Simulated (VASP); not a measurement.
# MgO in VASP: single point with PBEsol

Aim: the single point of MgO with PBEsol.

All numbers are computed with VASP 6.6.1; they aren't measurements. Logs are shortened: lines on timing, memory, paths and dates and some standing lists are left out, and cuts for length are marked.

### Step 1. The cell of the first run

The cell holds a wire or tube with vacuum around it, 14 atoms: a = 14.000 Å, b = 13.100 Å, c = 5.020 Å, α = 90.00°, β = 90.00°, γ = 90.00°.

### Step 2. Single point, PBEsol, collinear spin, ferromagnetic start

The input, INCAR:

```
  ALGO = Normal
  EDIFF = 1E-6
  ENCUT = 520
  GGA = PS
  ISIF = 2
  ISMEAR = 0
  ISPIN = 2
  LASPH = True
  LCHARG = False
  LORBIT = 11
  LREAL = False
  LWAVE = False
  MAGMOM = 0.3 0.3 0.3 0.3 0.3 0.3 0.3 0.3 0.3 0.3 0.3 0.3 0.3 0.3
  NBANDS = 45
  NELM = 150
  PREC = Accurate
  SIGMA = 0.05
```

The input, KPOINTS:

```
k-points
0
Gamma
  1 1 7
```

The input, POSCAR:

```
MgO
1.0
   14.0000000000      0.0000000000      0.0000000000
    0.0000000000     13.1000000000      0.0000000000
    0.0000000000      0.0000000000      5.0203151271
Mg O
7 7
Direct
    0.3230629428      0.4272180557      0.0037155892
    0.5589790191      0.4272180557      0.0037155892
    0.4410209809      0.6455638887      0.0037155892
    0.4410209809      0.3544361113      0.5037155892
    0.3230629428      0.5727819443      0.5037155892
    0.6769370572      0.3544361113      0.5037155892
    0.5589790191      0.5727819443      0.5037155892
    0.3230629428      0.4272180557      0.4008844108
    0.5589790191      0.4272180557      0.4008844108
    0.4410209809      0.6455638887      0.4008844108
    0.4410209809      0.3544361113      0.9008844108
    0.3230629428      0.5727819443      0.9008844108
    0.6769370572      0.3544361113      0.9008844108
    0.5589790191      0.5727819443      0.9008844108
```

Potentials or basis: VASP PAW PBE potentials, release 64 (Mg, O).

The run is started by

```bash
cat potpaw_PBE.64/Mg/POTCAR potpaw_PBE.64/O/POTCAR > POTCAR
mpirun -np 1 vasp_std > vasp.out
```

OUTCAR:

```text
EDIFF = 1E-6
   ENCUT = 520
   GGA = PS
   ISIF = 2
   ISMEAR = 0
   ISPIN = 2
   LASPH = True
   LORBIT = 11
   LREAL = False
   NELM = 150
   PREC = Accurate

 ion  position               nearest neighbor table
   1  0.323  0.427  0.004-  12 1.98  11 1.98   8 1.99   5 3.15   5 3.15   4 3.15   4 3.15   3 3.30
                             2 3.30
   2  0.559  0.427  0.004-  14 1.98  13 1.98  11 1.98   9 1.99   7 3.15   7 3.15   6 3.15   6 3.15
                             4 3.15   4 3.15   3 3.30   1 3.30
   3  0.441  0.646  0.004-  12 1.98  14 1.98  10 1.99   5 3.15   5 3.15   7 3.15   7 3.15   1 3.30
                             2 3.30
   4  0.441  0.354  0.504-   8 1.98   9 1.98  11 1.99   1 3.15   1 3.15   2 3.15   2 3.15   5 3.30
                             7 3.30   6 3.30
   5  0.323  0.573  0.504-   8 1.98  10 1.98  12 1.99   1 3.15   1 3.15   3 3.15   3 3.15   4 3.30
                             7 3.30
   6  0.677  0.354  0.504-   9 1.98  13 1.99   2 3.15   2 3.15   7 3.30   4 3.30
   7  0.559  0.573  0.504-   9 1.98  10 1.98  14 1.99   2 3.15   2 3.15   3 3.15   3 3.15   6 3.30
                             4 3.30   5 3.30
   8  0.323  0.427  0.401-   5 1.98   4 1.98   1 1.99
   9  0.559  0.427  0.401-   7 1.98   6 1.98   4 1.98   2 1.99
  10  0.441  0.646  0.401-   5 1.98   7 1.98   3 1.99
  11  0.441  0.354  0.901-   1 1.98   2 1.98   4 1.99
  12  0.323  0.573  0.901-   1 1.98   3 1.98   5 1.99
  13  0.677  0.354  0.901-   2 1.98   6 1.99
  14  0.559  0.573  0.901-   2 1.98   3 1.98   7 1.99

  LATTYP: Found a simple orthorhombic cell.
 ALAT       =     5.0203151271
 B/A-ratio  =     2.6093979498
 C/A-ratio  =     2.7886695647

  Lattice vectors:

 A1 = (   0.0000000000,   0.0000000000,  -5.0203151271)
 A2 = (   0.0000000000,  13.1000000000,   0.0000000000)
 A3 = (  14.0000000000,   0.0000000000,   0.0000000000)

Analysis of symmetry for initial positions (statically):
=====================================================================
 Subroutine PRICEL returns:
 Original cell was already a primitive cell.

 Routine SETGRP: Setting up the symmetry group for a
 simple orthorhombic supercell.

 Subroutine GETGRP returns: Found  1 space group operations
 (whereof  1 operations were pure point group operations)
 out of a pool of  8 trial point group operations.

The static configuration has the point symmetry C_1 .

Analysis of symmetry for dynamics (positions and initial velocities):
=====================================================================
 Subroutine PRICEL returns:
 Original cell was already a primitive cell.

 Routine SETGRP: Setting up the symmetry group for a
 simple orthorhombic supercell.

 Subroutine GETGRP returns: Found  1 space group operations
 (whereof  1 operations were pure point group operations)
 out of a pool of  8 trial point group operations.

The dynamic configuration has the point symmetry C_1 .

Analysis of structural, dynamic, and magnetic symmetry:
=====================================================================
 Subroutine PRICEL returns:
 Original cell was already a primitive cell.

 Routine SETGRP: Setting up the symmetry group for a
 simple orthorhombic supercell.

 Subroutine GETGRP returns: Found  1 space group operations
 (whereof  1 operations were pure point group operations)
 out of a pool of  8 trial point group operations.

The overall configuration has the point symmetry C_1 .

 Subroutine INISYM returns: Found  1 space group operations
 (whereof  1 operations are pure point group operations),
 and found     1 'primitive' translations

----------------------------------------------------------------------------------------

                                     Primitive cell

  volume of cell :     920.7258

  direct lattice vectors                    reciprocal lattice vectors
    14.000000000  0.000000000  0.000000000     0.071428571  0.000000000  0.000000000
[... 89 lines left out ...]
   EDIFF  = 0.1E-05   stopping-criterion for ELM
   LREAL  =      F    real-space projection
   EDIFFG = 0.1E-04   stopping-criterion for IOM
   NSW    =      0    number of steps for IOM
   IBRION =     -1    ionic relax: 0-MD 1-quasi-New 2-CG
   NFREE  =      0    steps in history (QN), initial steepest desc. (CG)
   ISIF   =      2    stress and relaxation
   ISYM   =      2    0-nonsym 1-usesym 2-fastsym
   POTIM  = 0.5000    time-step for ionic-motion
   TEBEG  =    0.0;   TEEND  =   0.0 temperature during run
   PSTRESS=    0.0 pullay stress
   NELECT =      56.0000    total number of electrons
   NUPDOWN=      -1.0000    fix difference up-down
   EMIN   =  10.00;   EMAX   =-10.00  energy-range for DOS
   EFERMI =   0.00;   METHOD = LEGACY
   ISMEAR =     0;   SIGMA  =   0.05  broadening in eV -4-tet -1-fermi 0-gaus
   EFERMI_NEDOS =   21; number of points for ismear=-14 and -15
   IALGO  =     38    algorithm
   IMIX   =      4    mixing-type and parameters
     AMIX     =   0.40;   BMIX     =  1.00
     AMIX_MAG =   1.60;   BMIX_MAG =  1.00
  volume/ion in A,a.u.               =      65.77       443.81
  Fermi-wavevector in a.u.,A,eV,Ry     =   0.643814  1.216633  5.639575  0.414497
  Thomas-Fermi vector in A             =   1.710938
   LORBIT       =     11    0 simple, 1 ext, 2 COOP (PROOUT), +10 PAW based schemes
   GGA     = PS    functional components
   LHFCALC =     F    Hartree Fock is set to
   AEXX    =    0.0000 exact exchange contribution
   IVDW    =     0    specifies the selected vdW correction
   LEPSILON=     F    determine dielectric tensor
   LRPA    =     F    only Hartree local field effects (RPA)
 spin polarized calculation
 Gauss-broadening in eV      SIGMA  =   0.05
  energy-cutoff  :      520.00
  volume of cell :      920.73
 maximum number of plane-waves:     24835
 NGX is ok and might be reduce to   108
   NGX = 53   NGY = 49   NGZ = 19

 number of electron      56.0000014 magnetization       0.0006836

 number of electron      56.0000014 magnetization      -0.0000122

 Free energy of the ion-electron system (eV)
  ---------------------------------------------------
  ext. energy  EPLUGINS =         0.00000000
  ---------------------------------------------------
  free energy    TOTEN  =       -74.73740821 eV

  energy without entropy =      -74.73740821  energy(sigma->0) =      -74.73740821

 E-fermi :  -2.9759     XC(G=0):  -2.8056

 val. band max:       -3.2380792176   @ k =   0.0000   0.0000   0.4286
 cond. band min:      -1.7276254360   @ k =   0.0000   0.0000   0.0000
 fundamental gap:      1.5104537816
 Fermi energy:        -2.9758622288

 spin component 1

 k-point     1 :       0.0000    0.0000    0.0000
  band No.  band energies     occupation
      1     -20.3681      1.00000
      2     -19.1377      1.00000
      3     -18.8934      1.00000
      4     -18.6675      1.00000
      5     -18.6108      1.00000
      6     -18.5206      1.00000
[... 161 lines left out ...]
     39       2.4430      0.00000
     40       2.7118      0.00000
 Fermi energy:        -2.9758622288

 spin component 2

 k-point     1 :       0.0000    0.0000    0.0000
  band No.  band energies     occupation
      1     -20.3681      1.00000
      2     -19.1377      1.00000
      3     -18.8934      1.00000
      4     -18.6675      1.00000
      5     -18.6108      1.00000
      6     -18.5206      1.00000
[... 161 lines left out ...]
     39       2.4367      0.00000
     40       2.7073      0.00000
 [bands above 40 left out]

------------------------ aborting loop because EDIFF is reached ----------------------------------------

  FORCE on cell =-STRESS in cart. coord.  units (eV):
  Direction    XX          YY          ZZ          XY          YZ          ZX
  --------------------------------------------------------------------------------------
  -------------------------------------------------------------------------------------
  Total       -6.2415022     -5.2417356    -21.1085496      0.8650202     -0.1644517      0.2854916
  in kB      -10.8609897     -9.1212715    -36.7315002      1.5052427     -0.2861665      0.4967908
  external PRESSURE =     -18.9045871 kB  Pullay stress =       0.0000000 kB

 VOLUME and BASIS-vectors are now :
 -----------------------------------------------------------------------------
  energy-cutoff  :      520.00
  volume of cell :      920.73
      direct lattice vectors                 reciprocal lattice vectors
    14.000000000  0.000000000  0.000000000     0.071428571  0.000000000  0.000000000
     0.000000000 13.100000000  0.000000000     0.000000000  0.076335878  0.000000000
     0.000000000  0.000000000  5.020315127     0.000000000  0.000000000  0.199190683

 POSITION                                       TOTAL-FORCE (eV/Angst)
 -----------------------------------------------------------------------------------
      4.52288      5.59656      0.01865         1.223854      0.651603      0.284136
      7.82571      5.59656      0.01865         0.290406     -0.166847     -0.696746
      6.17429      8.45689      0.01865         0.049877     -1.386119      0.283912
      6.17429      4.64311      2.52881        -0.647521      1.214139      0.665320
      4.52288      7.50344      2.52881         1.175858     -0.679224      0.388651
      9.47712      4.64311      2.52881        -0.751915      0.433449      1.221473
      7.82571      7.50344      2.52881        -1.374091     -0.044264      0.665629
      4.52288      5.59656      2.01257        -0.051798     -0.101981     -0.365987
      7.82571      5.59656      2.01257         0.856045     -0.495534     -0.006395
      6.17429      8.45689      2.01257         0.059621      0.095666     -0.366034
      6.17429      4.64311      4.52272        -0.571868     -0.135356     -0.383246
      4.52288      7.50344      4.52272        -0.248116      0.144580     -0.357516
      9.47712      4.64311      4.52272         0.159522     -0.091557     -0.950054
      7.82571      7.50344      4.52272        -0.169875      0.561445     -0.383144
 -----------------------------------------------------------------------------------
    total drift:                                0.000424      0.000081     -0.002028

  FREE ENERGIE OF THE ION-ELECTRON SYSTEM (eV)
  ---------------------------------------------------
  free  energy   TOTEN  =       -74.7374082128 eV

  energy  without entropy=      -74.7374082128  energy(sigma->0) =      -74.73740821

 total charge

# of ion       s       p       d       tot
------------------------------------------
    1        0.162   0.155   0.062   0.380
    2        0.168   0.189   0.080   0.438
    3        0.162   0.155   0.062   0.380
    4        0.159   0.153   0.061   0.373
    5        0.161   0.154   0.062   0.377
    6        0.159   0.116   0.041   0.316
    7        0.159   0.153   0.061   0.373
    8        1.543   3.448   0.000   4.991
    9        1.545   3.514   0.000   5.059
   10        1.543   3.448   0.000   4.991
   11        1.544   3.446   0.000   4.990
   12        1.543   3.448   0.000   4.991
   13        1.550   3.350   0.000   4.899
   14        1.544   3.446   0.000   4.990
--------------------------------------------------
tot         11.944  25.173   0.430  37.548

 magnetization (x)

# of ion       s       p       d       tot
------------------------------------------
    1       -0.000  -0.000  -0.000  -0.000
    2       -0.000  -0.000  -0.000  -0.000
    3       -0.000  -0.000  -0.000  -0.000
    4       -0.000  -0.000  -0.000  -0.000
    5        0.000  -0.000  -0.000  -0.000
    6        0.000  -0.000  -0.000   0.000
    7        0.000  -0.000  -0.000   0.000
    8        0.000   0.000   0.000   0.000
    9       -0.000   0.000   0.000   0.000
   10        0.000   0.000   0.000   0.000
   11        0.000   0.000   0.000   0.000
   12        0.000   0.000   0.000   0.000
   13        0.000   0.000   0.000   0.000
   14        0.000   0.000   0.000   0.000
--------------------------------------------------
tot          0.000   0.000  -0.000   0.000
```

It took 9.3 min on 1 thread of Intel Xeon 6975P-C (Granite Rapids), shared host; peak memory 1.2 GiB.

Results:

| Item | Value |
| --- | --- |
| Free energy | -74.7374 eV |
| Largest force | 1.528 eV/Å |
| Band gap on the k mesh | 1.51 eV (least direct gap 1.57 eV) |
| Net moment | 0.00 μB per cell |
| Valence electrons inside the program's atomic spheres | Mg 0.38, 0.44, 0.37, 0.32 (each value once); O 4.99, 5.06, 4.90 (each value once) |

Forces on the atoms (eV/Å):
```
Mg   1.224  0.652  0.284
Mg   0.290 -0.167 -0.697
Mg   0.050 -1.386  0.284
Mg  -0.648  1.214  0.665
Mg   1.176 -0.679  0.389
Mg  -0.752  0.433  1.221
Mg  -1.374 -0.044  0.666
O   -0.052 -0.102 -0.366
O    0.856 -0.496 -0.006
O    0.060  0.096 -0.366
O   -0.572 -0.135 -0.383
O   -0.248  0.145 -0.358
O    0.160 -0.092 -0.950
O   -0.170  0.561 -0.383
```

Caveat: the PAW data sets were made with another functional, which shifts forces and pressure a little.
